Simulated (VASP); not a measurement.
Here is a VASP 6.6.1 calculation.

The input INCAR:

```
PREC = Accurate
ENCUT = 520
EDIFF = 1E-6
ISMEAR = 0
SIGMA = 0.15
LREAL = False
LASPH = True
NELM = 100
ALGO = Normal
ISIF = 2
LWAVE = False
LCHARG = False
GGA = PE
NBANDS = 10
```

File KPOINTS:

```
regular mesh
0
Gamma
  10 10 10
```

POSCAR

```
Re
1.0
    0.0000000000      1.8916443221      2.0968877310
    1.8916443221      0.0000000000      2.0968877310
    1.8916443221      1.8916443221      0.0000000000
Re
1
Direct
    0.0000000000      0.0000000000      0.0000000000
```

Potentials or basis: VASP PAW PBE potentials, release 64 (Re).

Command:

```bash
$ cat potpaw_PBE.64/Re/POTCAR > POTCAR
$ mpirun -np 1 vasp_std > vasp.out
```

(1) Predict the pressure.

## Answers

(1) 0.9 GPa.
